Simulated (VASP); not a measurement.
# Ga2O3 (C2/m) in VASP: single point with PBEsol

Aim: the single point of Ga2O3 with PBEsol.

Program: VASP 6.6.1. These are calculated values, not measurements. Logs are shortened: lines on timing, memory, paths and dates and some standing lists are left out, and cuts for length are marked.

### 1 The cell of the first run

The structure is monoclinic, space group C2/m (No. 12). The conventional cell has a = 12.214 Å, b = 3.037 Å, c = 5.798 Å, α = 90.00°, β = 103.83°, γ = 90.00°. Within 2.4 Å of Ga (site symmetry m) lie 4 O at 1.83 to 1.86 Å. Within 2.6 Å of Ga (site symmetry m) lie 6 O at 1.94 to 2.07 Å. Within 2.4 Å of O (site symmetry m) lie 3 Ga at 1.83 to 1.94 Å. Within 2.5 Å of O (site symmetry m) lie 4 Ga at 1.86 to 2.07 Å. Within 2.4 Å of O (site symmetry m) lie 3 Ga at 1.83 to 1.94 Å.

### 2 Single point, PBEsol

Input file INCAR:

```
SYSTEM = Ga2O3
ALGO = Normal
EDIFF = 1E-6
ENCUT = 520
GGA = PS
ISIF = 2
ISMEAR = 0
LASPH = .TRUE.
LCHARG = .FALSE.
LREAL = .FALSE.
LWAVE = .FALSE.
NBANDS = 55
NELM = 80
PREC = Accurate
SIGMA = 0.01
```

Input file KPOINTS:

```
k-points
0
G
  6 6 4
  0 0 0
```

Input file POSCAR:

```
Ga2O3
1.0
    6.1070000000     -1.5185500000      0.0000000000
    6.1070000000      1.5185500000      0.0000000000
   -1.3859890000      0.0000000000      5.6300090000
Ga O
4 6
Direct
    0.0905000000      0.0905000000      0.7946000000
    0.9095000000      0.9095000000      0.2054000000
    0.6586600000      0.6586600000      0.3140200000
    0.3413400000      0.3413400000      0.6859800000
    0.1645000000      0.1645000000      0.1098000000
    0.8355000000      0.8355000000      0.8902000000
    0.1733000000      0.1733000000      0.5632000000
    0.8267000000      0.8267000000      0.4368000000
    0.4959000000      0.4959000000      0.2566000000
    0.5041000000      0.5041000000      0.7434000000
```

Potentials or basis: VASP PAW PBE potentials, release 64 (Ga_d, O).

On the command line:

```console
$ cat potpaw_PBE.64/Ga_d/POTCAR potpaw_PBE.64/O/POTCAR > POTCAR
$ mpirun -np 1 vasp_std > vasp.out
```

OUTCAR:

```text
SYSTEM = Ga2O3
   EDIFF = 1E-6
   ENCUT = 520
   GGA = PS
   ISIF = 2
   ISMEAR = 0
   LASPH = .TRUE.
   LREAL = .FALSE.
   NELM = 80
   PREC = Accurate

 ion  position               nearest neighbor table
   1  0.090  0.090  0.795-  10 1.83  10 1.83   5 1.83   7 1.86
   2  0.910  0.910  0.205-   9 1.83   9 1.83   6 1.83   8 1.86
   3  0.659  0.659  0.314-   9 1.94   5 1.94   5 1.94   8 2.01   7 2.07   7 2.07
   4  0.341  0.341  0.686-  10 1.94   6 1.94   6 1.94   7 2.01   8 2.07   8 2.07
   5  0.164  0.164  0.110-   1 1.83   3 1.94   3 1.94
   6  0.836  0.836  0.890-   2 1.83   4 1.94   4 1.94
   7  0.173  0.173  0.563-   1 1.86   4 2.01   3 2.07   3 2.07
   8  0.827  0.827  0.437-   2 1.86   3 2.01   4 2.07   4 2.07
   9  0.496  0.496  0.257-   2 1.83   2 1.83   3 1.94
  10  0.504  0.504  0.743-   1 1.83   1 1.83   4 1.94

  LATTYP: Found a base centered monoclinic cell.
 ALAT       =    12.2140000000
 B/A-ratio  =     0.2486572785
 C/A-ratio  =     0.4747093728
 COS(beta)  =    -0.2390419160

  Lattice vectors:

 A1 = (   6.1070000000,  -1.5185500000,   0.0000000000)
 A2 = (   6.1070000000,   1.5185500000,   0.0000000000)
 A3 = (  -1.3859890000,   0.0000000000,   5.6300090000)

Analysis of symmetry for initial positions (statically):
=====================================================================
 Subroutine PRICEL returns:
 Original cell was already a primitive cell.

 Routine SETGRP: Setting up the symmetry group for a
 base centered monoclinic supercell.

 Subroutine GETGRP returns: Found  4 space group operations
 (whereof  4 operations were pure point group operations)
 out of a pool of  4 trial point group operations.

The static configuration has the point symmetry C_2h.

Analysis of symmetry for dynamics (positions and initial velocities):
=====================================================================
 Subroutine PRICEL returns:
 Original cell was already a primitive cell.

 Routine SETGRP: Setting up the symmetry group for a
 base centered monoclinic supercell.

 Subroutine GETGRP returns: Found  4 space group operations
 (whereof  4 operations were pure point group operations)
 out of a pool of  4 trial point group operations.

The dynamic configuration has the point symmetry C_2h.

 Subroutine INISYM returns: Found  4 space group operations
 (whereof  4 operations are pure point group operations),
 and found     1 'primitive' translations

----------------------------------------------------------------------------------------

                                     Primitive cell

  volume of cell :     104.4230

  direct lattice vectors                    reciprocal lattice vectors
     6.107000000 -1.518550000  0.000000000     0.081873260 -0.329261467  0.020155463
     6.107000000  1.518550000  0.000000000     0.081873260  0.329261467  0.020155463
    -1.385989000  0.000000000  5.630009000     0.000000000  0.000000000  0.177619609

  length of vectors
     6.292967750  6.292967750  5.798100279     0.339886138  0.339886138  0.177619609

  position of ions in fractional coordinates (direct lattice)
     0.090500000  0.090500000  0.794600000
     0.909500000  0.909500000  0.205400000
     0.658660000  0.658660000  0.314020000
     0.341340000  0.341340000  0.685980000
     0.164500000  0.164500000  0.109800000
     0.835500000  0.835500000  0.890200000
     0.173300000  0.173300000  0.563200000
     0.826700000  0.826700000  0.436800000
     0.495900000  0.495900000  0.256600000
     0.504100000  0.504100000  0.743400000

  ion indices of the primitive-cell ions
   primitive index   ion index
                 1           1
                 2           2
                 3           3
                 4           4
                 5           5
                 6           6
                 7           7
                 8           8
                 9           9
                10          10

----------------------------------------------------------------------------------------

 KPOINTS: k-points

Automatic generation of k-mesh.
 Grid dimensions read from file:
 generate k-points for:    6    6    4

 Generating k-lattice:

  Cartesian coordinates                     Fractional coordinates (reciprocal lattice)
     0.013645543 -0.054876911  0.003359244     0.166666667 -0.000000000  0.000000000
     0.013645543  0.054876911  0.003359244    -0.000000000  0.166666667  0.000000000
     0.000000000  0.000000000  0.044404902     0.000000000  0.000000000  0.250000000

  Length of vectors
     0.056647690  0.056647690  0.044404902

  Shift w.r.t. Gamma in fractional coordinates (k-lattice)
     0.000000000  0.000000000  0.000000000

 Subroutine IBZKPT returns following result:
 ===========================================

 Found     47 irreducible k-points:

 Following reciprocal coordinates:
            Coordinates               Weight
  0.000000  0.000000  0.000000      1.000000
  0.166667  0.000000 -0.000000      4.000000
  0.333333  0.000000  0.000000      4.000000
  0.500000  0.000000 -0.000000      2.000000
  0.166667  0.166667 -0.000000      2.000000
  0.333333  0.166667 -0.000000      4.000000
[... 16 lines left out ...]
 -0.333333  0.166667  0.250000      4.000000
 -0.166667  0.166667  0.250000      4.000000
 [... further k-points ...]
   k-points           NKPTS =     47   k-points in BZ     NKDIM =     47   number of bands    NBANDS=     55
   number of dos      NEDOS =    301   number of ions     NIONS =     10
   total plane-waves  NPLWV = 110592
   dimension x,y,z NGX =    48 NGY =   48 NGZ =   48
   dimension x,y,z NGXF=    96 NGYF=   96 NGZF=   96
   ions per type =               4   6
   NGX,Y,Z   is equivalent  to a cutoff of  12.68, 12.68, 13.76 a.u.
   NGXF,Y,Z  is equivalent  to a cutoff of  25.36, 25.36, 27.53 a.u.
 SYSTEM =  Ga2O3
   PREC   = accura    normal or accurate (medium, high low for compatibility)
   ISTART =      0    job   : 0-new  1-cont  2-samecut
   ICHARG =      2    charge: 1-file 2-atom 10-const
   ISPIN  =      1    spin polarized calculation?
   LNONCOLLINEAR =      F non collinear calculations
   LSORBIT =      F    spin-orbit coupling
   LASPH  =      T    aspherical Exc in radial PAW
   ENCUT  =  520.0 eV  38.22 Ry    6.18 a.u.  11.70 11.70 10.78*2*pi/ulx,y,z
   NELM   =     80;   NELMIN=  2; NELMDL= -5     # of ELM steps
   EDIFF  = 0.1E-05   stopping-criterion for ELM
   LREAL  =      F    real-space projection
   EDIFFG = 0.1E-04   stopping-criterion for IOM
   NSW    =      0    number of steps for IOM
   IBRION =     -1    ionic relax: 0-MD 1-quasi-New 2-CG
   NFREE  =      0    steps in history (QN), initial steepest desc. (CG)
   ISIF   =      2    stress and relaxation
   ISYM   =      2    0-nonsym 1-usesym 2-fastsym
   POTIM  = 0.5000    time-step for ionic-motion
   TEBEG  =    0.0;   TEEND  =   0.0 temperature during run
   PSTRESS=    0.0 pullay stress
   NELECT =      88.0000    total number of electrons
   NUPDOWN=      -1.0000    fix difference up-down
   EMIN   =  10.00;   EMAX   =-10.00  energy-range for DOS
   EFERMI =   0.00;   METHOD = LEGACY
   ISMEAR =     0;   SIGMA  =   0.01  broadening in eV -4-tet -1-fermi 0-gaus
   EFERMI_NEDOS =   21; number of points for ismear=-14 and -15
   IALGO  =     38    algorithm
   IMIX   =      4    mixing-type and parameters
     AMIX     =   0.40;   BMIX     =  1.00
     AMIX_MAG =   1.60;   BMIX_MAG =  1.00
  volume/ion in A,a.u.               =      10.44        70.47
  Fermi-wavevector in a.u.,A,eV,Ry     =   1.546335  2.922150 32.533612  2.391153
  Thomas-Fermi vector in A             =   2.651586
   LORBIT       =      0    0 simple, 1 ext, 2 COOP (PROOUT), +10 PAW based schemes
   GGA     = PS    functional components
   LHFCALC =     F    Hartree Fock is set to
   AEXX    =    0.0000 exact exchange contribution
   IVDW    =     0    specifies the selected vdW correction
   LEPSILON=     F    determine dielectric tensor
   LRPA    =     F    only Hartree local field effects (RPA)
 non-spin polarized calculation
 Gauss-broadening in eV      SIGMA  =   0.01
  energy-cutoff  :      520.00
  volume of cell :      104.42
 maximum number of plane-waves:      2846
   NGX = 23   NGY = 23   NGZ = 21

 number of electron      88.0000020 magnetization

 Free energy of the ion-electron system (eV)
  ---------------------------------------------------
  ext. energy  EPLUGINS =         0.00000000
  ---------------------------------------------------
  free energy    TOTEN  =       -63.87946028 eV

  energy without entropy =      -63.87946028  energy(sigma->0) =      -63.87946028

 E-fermi :   3.8128     XC(G=0): -11.9190

 val. band max:        3.7610319032   @ k =   0.5000   0.5000   0.5000
 cond. band min:       6.1067682037   @ k =   0.0000   0.0000   0.0000
 fundamental gap:      2.3457363005
 Fermi energy:         3.8127963716

 k-point     1 :       0.0000    0.0000    0.0000
  band No.  band energies     occupation
      1     -15.1607      2.00000
      2     -13.9606      2.00000
      3     -13.9272      2.00000
      4     -13.8089      2.00000
      5     -13.3263      2.00000
      6     -13.3121      2.00000
[... 47 lines left out ...]
     54      16.0252      0.00000
     55      16.3303      0.00000

 k-point     2 :       0.1667    0.0000   -0.0000
  band No.  band energies     occupation
      1     -14.9436      2.00000
      2     -13.9228      2.00000
      3     -13.8756      2.00000
      4     -13.6772      2.00000
      5     -13.3304      2.00000
      6     -13.3122      2.00000
[... 47 lines left out ...]
     54      14.8529      0.00000
     55      14.9018      0.00000

 k-point     3 :       0.3333    0.0000    0.0000
  band No.  band energies     occupation
      1     -14.4095      2.00000
      2     -13.8309      2.00000
      3     -13.7171      2.00000
      4     -13.5668      2.00000
      5     -13.3205      2.00000
      6     -13.3119      2.00000
[... 1152 lines left out ...]
 k-point    23 :      -0.3333    0.1667    0.2500
  band No.  band energies     occupation
      1     -13.9335      2.00000
      2     -13.7760      2.00000
      3     -13.7006      2.00000
      4     -13.6075      2.00000
      5     -13.3425      2.00000
      6     -13.3252      2.00000
[... 47 lines left out ...]
     54      15.4179      0.00000
     55      15.7848      0.00000

 k-point    24 :      -0.1667    0.1667    0.2500
  band No.  band energies     occupation
      1     -14.3701      2.00000
      2     -13.8306      2.00000
      3     -13.7250      2.00000
      4     -13.5601      2.00000
      5     -13.3798      2.00000
      6     -13.3004      2.00000
[... 47 lines left out ...]
     54      14.7814      0.00000
     55      15.4383      0.00000

 [... further k-points ...]

------------------------ aborting loop because EDIFF is reached ----------------------------------------

  FORCE on cell =-STRESS in cart. coord.  units (eV):
  Direction    XX          YY          ZZ          XY          YZ          ZX
  --------------------------------------------------------------------------------------
  -------------------------------------------------------------------------------------
  Total        1.7938467      2.1169640      1.5127972      0.0000000      0.0000000      0.0430523
  in kB       27.5232561     32.4808922     23.2110719      0.0000000      0.0000000      0.6605582
  external PRESSURE =      27.7384067 kB  Pullay stress =       0.0000000 kB

 VOLUME and BASIS-vectors are now :
 -----------------------------------------------------------------------------
  energy-cutoff  :      520.00
  volume of cell :      104.42
      direct lattice vectors                 reciprocal lattice vectors
     6.107000000 -1.518550000  0.000000000     0.081873260 -0.329261467  0.020155463
     6.107000000  1.518550000  0.000000000     0.081873260  0.329261467  0.020155463
    -1.385989000  0.000000000  5.630009000     0.000000000  0.000000000  0.177619609

 POSITION                                       TOTAL-FORCE (eV/Angst)
 -----------------------------------------------------------------------------------
      0.00406      0.00000      4.47361         0.056823      0.000000      0.065589
     10.82395      0.00000      1.15640        -0.056823      0.000000     -0.065589
      7.60964      0.00000      1.76794        -0.028938      0.000000      0.039654
      3.21837      0.00000      3.86207         0.028938      0.000000     -0.039654
      1.85702      0.00000      0.61817         0.094250      0.000000     -0.063988
      8.97099      0.00000      5.01183        -0.094250      0.000000      0.063988
      1.33610      0.00000      3.17082         0.006526      0.000000     -0.045372
      9.49191      0.00000      2.45919        -0.006526      0.000000      0.045372
      5.70128      0.00000      1.44466         0.110010      0.000000      0.027082
      5.12673      0.00000      4.18535        -0.110010      0.000000     -0.027082
 -----------------------------------------------------------------------------------
    total drift:                                0.000000      0.000000      0.000000

  FREE ENERGIE OF THE ION-ELECTRON SYSTEM (eV)
  ---------------------------------------------------
  free  energy   TOTEN  =       -63.8794602780 eV

  energy  without entropy=      -63.8794602780  energy(sigma->0) =      -63.87946028
```

Wall time 6.9 min (1 thread of Intel Xeon Platinum 8259CL at 2.50GHz (Skylake/Cascade Lake), shared host); peak memory 0.43 GiB.

What came out:

| Quantity | Value |
| --- | --- |
| Free energy | -63.8795 eV |
| Pressure | 2.8 GPa |
| Largest force | 0.114 eV/Å |
| Band gap on the k mesh | 2.35 eV, indirect (least direct gap 2.36 eV) |

Forces on the atoms (eV/Å):
```
Ga   0.057  0.000  0.066
Ga  -0.057  0.000 -0.066
Ga  -0.029  0.000  0.040
Ga   0.029  0.000 -0.040
O    0.094  0.000 -0.064
O   -0.094  0.000  0.064
O    0.007  0.000 -0.045
O   -0.007  0.000  0.045
O    0.110  0.000  0.027
O   -0.110  0.000 -0.027
```

Stress tensor (GPa, compression positive):
```
2.75 0.00 0.07
0.00 3.25 0.00
0.07 0.00 2.32
```

Caveat: the PAW data sets were made with another functional, which shifts forces and pressure a little.
